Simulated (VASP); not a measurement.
# H4BrN (P-43m) in VASP: further runs

The runs below take H4BrN through relaxation of cell and atoms, with LDA.

Everything below comes from runs of VASP 6.6.1. Logs are shortened: lines on timing, memory, paths and dates and some standing lists are left out, and cuts for length are marked.

## (1) The cell of the first run

Symmetry: P-43m, No. 215, cubic system. The conventional cell has a = 4.000 Å, b = 4.000 Å, c = 4.000 Å, α = 90.00°, β = 90.00°, γ = 90.00°. H (site symmetry 3m) has 1 N at 1.03 Å within 1.4 Å. Within 3.2 Å of Br (site symmetry -43m) lie 4 H at 2.44 Å. N (site symmetry -43m) has 4 H at 1.03 Å within 1.4 Å.

## (2) Relaxation of cell and atoms, LDA, target pressure 30 GPa, at which the enthalpy is minimised

Input file INCAR:

```
PREC = Accurate ; ENCUT = 600
EDIFF = 1E-7 ; ISMEAR = -1
SIGMA = 0.01 ; LREAL = F
LASPH = T ; NELM = 80
ALGO = Normal ; ISIF = 3
LWAVE = F ; LCHARG = F
GGA = CA ; IBRION = 2
NSW = 50 ; EDIFFG = -0.02
PSTRESS = 300.0
```

Input file KPOINTS:

```
regular mesh
0
Gamma
  4 4 4
```

Input file POSCAR:

```
H4BrN
1.0
    4.0000000000      0.0000000000      0.0000000000
    0.0000000000      4.0000000000      0.0000000000
    0.0000000000      0.0000000000      4.0000000000
H Br N
4 1 1
Direct
    0.1480000000      0.1480000000      0.1480000000
    0.1480000000      0.8520000000      0.8520000000
    0.8520000000      0.1480000000      0.8520000000
    0.8520000000      0.8520000000      0.1480000000
    0.5000000000      0.5000000000      0.5000000000
    0.0000000000      0.0000000000      0.0000000000
```

Potentials or basis: VASP PAW LDA potentials, release 64 (H, Br, N).

On the command line:

```bash
cat potpaw_LDA.64/H/POTCAR potpaw_LDA.64/Br/POTCAR potpaw_LDA.64/N/POTCAR > POTCAR
mpirun -np 1 vasp_std > vasp.out
```

OUTCAR:

```text
PREC = Accurate
   ENCUT = 600
   EDIFF = 1E-7
   ISMEAR = -1
   LREAL = F
   LASPH = T
   NELM = 80
   ISIF = 3
   GGA = CA
   IBRION = 2
   NSW = 50
   EDIFFG = -0.02
   PSTRESS = 300.0

 ion  position               nearest neighbor table
   1  0.148  0.148  0.148-   6 1.03
   2  0.148  0.852  0.852-   6 1.03
   3  0.852  0.148  0.852-   6 1.03
   4  0.852  0.852  0.148-   6 1.03
   5  0.500  0.500  0.500-
   6  0.000  0.000  0.000-   1 1.03   2 1.03   3 1.03   4 1.03

  LATTYP: Found a simple cubic cell.
 ALAT       =     4.0000000000

  Lattice vectors:

 A1 = (   4.0000000000,   0.0000000000,   0.0000000000)
 A2 = (   0.0000000000,   4.0000000000,   0.0000000000)
 A3 = (   0.0000000000,   0.0000000000,   4.0000000000)

Analysis of symmetry for initial positions (statically):
=====================================================================
 Subroutine PRICEL returns:
 Original cell was already a primitive cell.

 Routine SETGRP: Setting up the symmetry group for a
 simple cubic supercell.

 Subroutine GETGRP returns: Found 24 space group operations
 (whereof 24 operations were pure point group operations)
 out of a pool of 48 trial point group operations.

The static configuration has the point symmetry T_d .

Analysis of symmetry for dynamics (positions and initial velocities):
=====================================================================
 Subroutine PRICEL returns:
 Original cell was already a primitive cell.

 Routine SETGRP: Setting up the symmetry group for a
 simple cubic supercell.

 Subroutine GETGRP returns: Found 24 space group operations
 (whereof 24 operations were pure point group operations)
 out of a pool of 48 trial point group operations.

The dynamic configuration has the point symmetry T_d .

 Subroutine INISYM returns: Found 24 space group operations
 (whereof 24 operations are pure point group operations),
 and found     1 'primitive' translations

----------------------------------------------------------------------------------------

                                     Primitive cell

  volume of cell :      64.0000

  direct lattice vectors                    reciprocal lattice vectors
     4.000000000  0.000000000  0.000000000     0.250000000  0.000000000  0.000000000
     0.000000000  4.000000000  0.000000000     0.000000000  0.250000000  0.000000000
     0.000000000  0.000000000  4.000000000     0.000000000  0.000000000  0.250000000

  length of vectors
     4.000000000  4.000000000  4.000000000     0.250000000  0.250000000  0.250000000

  position of ions in fractional coordinates (direct lattice)
     0.148000000  0.148000000  0.148000000
     0.148000000  0.852000000  0.852000000
     0.852000000  0.148000000  0.852000000
     0.852000000  0.852000000  0.148000000
     0.500000000  0.500000000  0.500000000
     0.000000000  0.000000000  0.000000000

  ion indices of the primitive-cell ions
   primitive index   ion index
                 1           1
                 2           2
                 3           3
                 4           4
                 5           5
                 6           6

----------------------------------------------------------------------------------------

 KPOINTS: regular mesh

Automatic generation of k-mesh.
 Grid dimensions read from file:
 generate k-points for:    4    4    4

 Generating k-lattice:

  Cartesian coordinates                     Fractional coordinates (reciprocal lattice)
     0.062500000  0.000000000  0.000000000     0.250000000  0.000000000  0.000000000
     0.000000000  0.062500000  0.000000000     0.000000000  0.250000000  0.000000000
     0.000000000  0.000000000  0.062500000     0.000000000  0.000000000  0.250000000

  Length of vectors
     0.062500000  0.062500000  0.062500000

  Shift w.r.t. Gamma in fractional coordinates (k-lattice)
     0.000000000  0.000000000  0.000000000

 Subroutine IBZKPT returns following result:
 ===========================================

 Found     10 irreducible k-points:

 Following reciprocal coordinates:
            Coordinates               Weight
  0.000000  0.000000  0.000000      1.000000
  0.250000  0.000000  0.000000      6.000000
  0.500000  0.000000  0.000000      3.000000
  0.250000  0.250000  0.000000     12.000000
  0.500000  0.250000  0.000000     12.000000
  0.500000  0.500000  0.000000      3.000000
  0.250000  0.250000  0.250000      8.000000
  0.500000  0.250000  0.250000     12.000000
  0.500000  0.500000  0.250000      6.000000
  0.500000  0.500000  0.500000      1.000000
   k-points           NKPTS =     10   k-points in BZ     NKDIM =     10   number of bands    NBANDS=     12
   number of dos      NEDOS =    301   number of ions     NIONS =      6
   total plane-waves  NPLWV =  32768
   dimension x,y,z NGX =    32 NGY =   32 NGZ =   32
   dimension x,y,z NGXF=    64 NGYF=   64 NGZF=   64
   ions per type =               4   1   1
   NGX,Y,Z   is equivalent  to a cutoff of  13.30, 13.30, 13.30 a.u.
   NGXF,Y,Z  is equivalent  to a cutoff of  26.60, 26.60, 26.60 a.u.
 SYSTEM =  unknown system
   PREC   = accura    normal or accurate (medium, high low for compatibility)
   ISTART =      0    job   : 0-new  1-cont  2-samecut
   ICHARG =      2    charge: 1-file 2-atom 10-const
   ISPIN  =      1    spin polarized calculation?
   LNONCOLLINEAR =      F non collinear calculations
   LSORBIT =      F    spin-orbit coupling
   LASPH  =      T    aspherical Exc in radial PAW
   ENCUT  =  600.0 eV  44.10 Ry    6.64 a.u.   7.99  7.99  7.99*2*pi/ulx,y,z
   NELM   =     80;   NELMIN=  2; NELMDL= -5     # of ELM steps
   EDIFF  = 0.1E-06   stopping-criterion for ELM
   LREAL  =      F    real-space projection
   EDIFFG = -.2E-01   stopping-criterion for IOM
   NSW    =     50    number of steps for IOM
   IBRION =      2    ionic relax: 0-MD 1-quasi-New 2-CG
   NFREE  =      1    steps in history (QN), initial steepest desc. (CG)
   ISIF   =      3    stress and relaxation
   ISYM   =      2    0-nonsym 1-usesym 2-fastsym
   POTIM  = 0.5000    time-step for ionic-motion
   TEBEG  =    0.0;   TEEND  =   0.0 temperature during run
   PSTRESS=  300.0 pullay stress
   NELECT =      16.0000    total number of electrons
   NUPDOWN=      -1.0000    fix difference up-down
   EMIN   =  10.00;   EMAX   =-10.00  energy-range for DOS
   EFERMI =   0.00;   METHOD = LEGACY
   ISMEAR =    -1;   SIGMA  =   0.01  broadening in eV -4-tet -1-fermi 0-gaus
   EFERMI_NEDOS =   21; number of points for ismear=-14 and -15
   IALGO  =     38    algorithm
   IMIX   =      4    mixing-type and parameters
     AMIX     =   0.40;   BMIX     =  1.00
     AMIX_MAG =   1.60;   BMIX_MAG =  1.00
  volume/ion in A,a.u.               =      10.67        71.98
  Fermi-wavevector in a.u.,A,eV,Ry     =   1.031307  1.948889 14.471090  1.063595
  Thomas-Fermi vector in A             =   2.165449
   LORBIT       =      0    0 simple, 1 ext, 2 COOP (PROOUT), +10 PAW based schemes
   GGA     = CA    functional components
   LHFCALC =     F    Hartree Fock is set to
   AEXX    =    0.0000 exact exchange contribution
   IVDW    =     0    specifies the selected vdW correction
   LEPSILON=     F    determine dielectric tensor
   LRPA    =     F    only Hartree local field effects (RPA)
 conjugate gradient relaxation of ions
 non-spin polarized calculation
  energy-cutoff  :      600.00
  volume of cell :       64.00
 maximum number of plane-waves:      2176
 NGX is ok and might be reduce to    32
   NGX = 15   NGY = 15   NGZ = 15

--------------------------------------- Ionic step        1  -------------------------------------------

 number of electron      15.9999993 magnetization

 Free energy of the ion-electron system (eV)
  ---------------------------------------------------
  ext. energy  EPLUGINS =         0.00000000
  ---------------------------------------------------
  free energy    TOTEN  =       -28.57897929 eV

  energy without entropy =      -28.57897929  energy(sigma->0) =      -28.57897929

 E-fermi :  -0.1711     XC(G=0):  -8.7114

 val. band max:       -0.4685922512   @ k =   0.5000   0.5000   0.0000
 cond. band min:       3.4757804963   @ k =   0.0000   0.0000   0.0000
 fundamental gap:      3.9443727475
 Fermi energy:        -0.1711244514

 k-point     1 :       0.0000    0.0000    0.0000
  band No.  band energies     occupation
      1     -18.5971      2.00000
      2     -13.1623      2.00000
      3      -7.9728      2.00000
      4      -7.9728      2.00000
      5      -7.9728      2.00000
      6      -0.5569      2.00000
      7      -0.5569      2.00000
      8      -0.5569      2.00000
      9       3.4758      0.00000
     10       6.1456      0.00000
     11       6.1456      0.00000
     12       9.2599      0.00000
[... 172 lines left out ...]
  enthalpy is  TOTEN    =       -16.5952870738 eV   P V=       11.9836922171

--------------------------------------- Ionic step        2  -------------------------------------------

 number of electron      16.0000003 magnetization

 E-fermi :   1.8588     XC(G=0):  -9.9289

 val. band max:        1.5514059962   @ k =   0.5000   0.5000   0.0000
 cond. band min:       7.1033943073   @ k =   0.0000   0.0000   0.0000
 fundamental gap:      5.5519883112
 Fermi energy:         1.8588474340

 k-point     1 :       0.0000    0.0000    0.0000
  band No.  band energies     occupation
      1     -17.4314      2.00000
      2     -11.6517      2.00000
      3      -6.4064      2.00000
      4      -6.4064      2.00000
      5      -6.4064      2.00000
      6       1.5432      2.00000
      7       1.5432      2.00000
      8       1.5432      2.00000
      9       7.1034      0.00000
     10       7.8040      0.00000
     11       7.8040      0.00000
     12      12.5121      0.00000
[... 172 lines left out ...]
  enthalpy is  TOTEN    =       -18.9545820118 eV   P V=        8.9527562959

--------------------------------------- Ionic step        3  -------------------------------------------

 number of electron      15.9999999 magnetization

 E-fermi :   2.8601     XC(G=0): -10.4053

 val. band max:        2.5545728194   @ k =   0.0000   0.0000   0.0000
 cond. band min:       8.4290565221   @ k =   0.5000   0.5000   0.0000
 fundamental gap:      5.8744837027
 Fermi energy:         2.8601004336

 k-point     1 :       0.0000    0.0000    0.0000
  band No.  band energies     occupation
      1     -16.9817      2.00000
      2     -10.9106      2.00000
      3      -5.7359      2.00000
      4      -5.7359      2.00000
      5      -5.7359      2.00000
      6       2.5546      2.00000
      7       2.5546      2.00000
      8       2.5546      2.00000
      9       8.5178      0.00000
     10       8.5178      0.00000
     11       8.8609      0.00000
     12      13.8655      0.00000
[... 166 lines left out ...]
  FREE ENERGIE OF THE ION-ELECTRON SYSTEM (eV)
  ---------------------------------------------------
  free  energy   TOTEN  =       -27.1959364230 eV

  energy  without entropy=      -27.1959364230  energy(sigma->0) =      -27.19593642

  enthalpy is  TOTEN    =       -19.1596953766 eV   P V=        8.0362410463

[... ionic steps 4 to 7 ...]

--------------------------------------- Ionic step        8  -------------------------------------------

 number of electron      16.0000000 magnetization

------------------------ aborting loop because EDIFF is reached ----------------------------------------

  FORCE on cell =-STRESS in cart. coord.  units (eV):
  Direction    XX          YY          ZZ          XY          YZ          ZX
  --------------------------------------------------------------------------------------
  -------------------------------------------------------------------------------------
  Total        7.5568969      7.5568969      7.5568969      0.0000000      0.0000000     -0.0000000
  in kB      301.8363217    301.8363217    301.8363217      0.0000000      0.0000000     -0.0000000
  external PRESSURE =       1.8363217 kB  Pullay stress =     300.0000000 kB
[... 69 lines left out ...]
  enthalpy is  TOTEN    =       -19.9863774467 eV   P V=        7.4962207385

--------------------------------------- Ionic step       10  -------------------------------------------

 number of electron      16.0000000 magnetization

 Free energy of the ion-electron system (eV)
  ---------------------------------------------------
  ext. energy  EPLUGINS =         0.00000000
  ---------------------------------------------------
  free energy    TOTEN  =       -27.47566284 eV

  energy without entropy =      -27.47566284  energy(sigma->0) =      -27.47566284

 E-fermi :   3.5975     XC(G=0): -10.8106

 val. band max:        3.2997239368   @ k =   0.0000   0.0000   0.0000
 cond. band min:       8.8802833158   @ k =   0.0000   0.0000   0.0000
 fundamental gap:      5.5805593789
 Fermi energy:         3.5974886137

 k-point     1 :       0.0000    0.0000    0.0000
  band No.  band energies     occupation
      1     -15.3265      2.00000
      2     -10.2039      2.00000
      3      -4.0727      2.00000
      4      -4.0727      2.00000
      5      -4.0727      2.00000
      6       3.2997      2.00000
      7       3.2997      2.00000
      8       3.2997      2.00000
      9       8.8803      0.00000
     10       8.8803      0.00000
     11       9.9489      0.00000
     12      14.0163      0.00000
[... 166 lines left out ...]
  FREE ENERGIE OF THE ION-ELECTRON SYSTEM (eV)
  ---------------------------------------------------
  free  energy   TOTEN  =       -27.4756628371 eV

  energy  without entropy=      -27.4756628371  energy(sigma->0) =      -27.47566284

  enthalpy is  TOTEN    =       -19.9864697199 eV   P V=        7.4891931172

 reached required accuracy - stopping structural energy minimisation
```

Wall time 25 s (1 thread of Intel Xeon 6975P-C (Granite Rapids), shared host); peak memory 0.16 GiB.

What came out:

* Free energy: -27.4757 eV
* Relaxed volume: 6.67 Å³/atom
* Relaxed cell: a = 3.420 Å, b = 3.420 Å, c = 3.420 Å, α = 90.00°, β = 90.00°, γ = 90.00°
* Space group after relaxing (to 0.05 Å): P-43m (No. 215)
* Energy change on relaxing (the enthalpy is what falls): +183.9 meV/atom
* Ionic steps: 10
* Pressure after relaxing: 30.1 GPa
* Largest force after relaxing: 0.005 eV/Å
* Band gap on the k mesh: 5.58 eV, direct

Forces in eV/Å, atoms in the order of the input:
```
H    0.003  0.003  0.003
H    0.003 -0.003 -0.003
H   -0.003  0.003 -0.003
H   -0.003 -0.003  0.003
Br   0.000  0.000  0.000
N    0.000  0.000  0.000
```

Step by step:
```csv
step,energy change (eV),largest force (eV/Å),pressure (GPa),volume (Å³)
1,0.0000,0.9557,1.16,64.00
2,0.6716,3.4044,24.19,47.81
3,1.3830,4.4154,39.51,42.92
4,1.4307,0.4359,38.46,38.46
5,1.4179,0.4868,38.38,38.53
6,1.1512,0.1985,31.91,39.76
7,1.0763,0.1112,30.02,40.15
8,1.0825,0.1185,30.18,40.11
9,1.0964,0.0413,30.12,40.03
10,1.1033,0.0048,30.10,40.00
```

Final structure:
```xyz
6
Lattice="3.4199 0.0000 0.0000 0.0000 3.4199 0.0000 0.0000 0.0000 3.4199" Properties=species:S:1:pos:R:3 pbc="T T T"
H     0.6016    0.6016    0.6016
H     0.6016    2.8183    2.8183
H     2.8183    0.6016    2.8183
H     2.8183    2.8183    0.6016
Br    1.7099    1.7099    1.7099
N     0.0000    0.0000    0.0000
```

Levels at points of the mesh, in eV from the valence-band top:
```
           k point  band 5  band 6  band 7  band 8  band 9  band 10  band 11  band 12
(0.00, 0.00, 0.00)   -7.37    0.00    0.00    0.00    5.58     5.58     6.65    10.72
(0.50, 0.00, 0.00)   -6.67   -3.69   -0.96   -0.96    8.13     9.28     9.42    10.90
(0.50, 0.50, 0.00)   -6.32   -1.23   -1.23   -0.58    5.67     6.84     7.66     7.66
(0.50, 0.50, 0.50)   -8.01   -3.50   -3.50   -3.50    9.10     9.10     9.10    13.54
```

Caveat: the cell is relaxed towards a set pressure, so the enthalpy falls and the energy may rise; the volume moved by over 15 % at a fixed basis, so the end points are rough. A k mesh can miss the band edges.

(Part 1 of 2 ends here.)
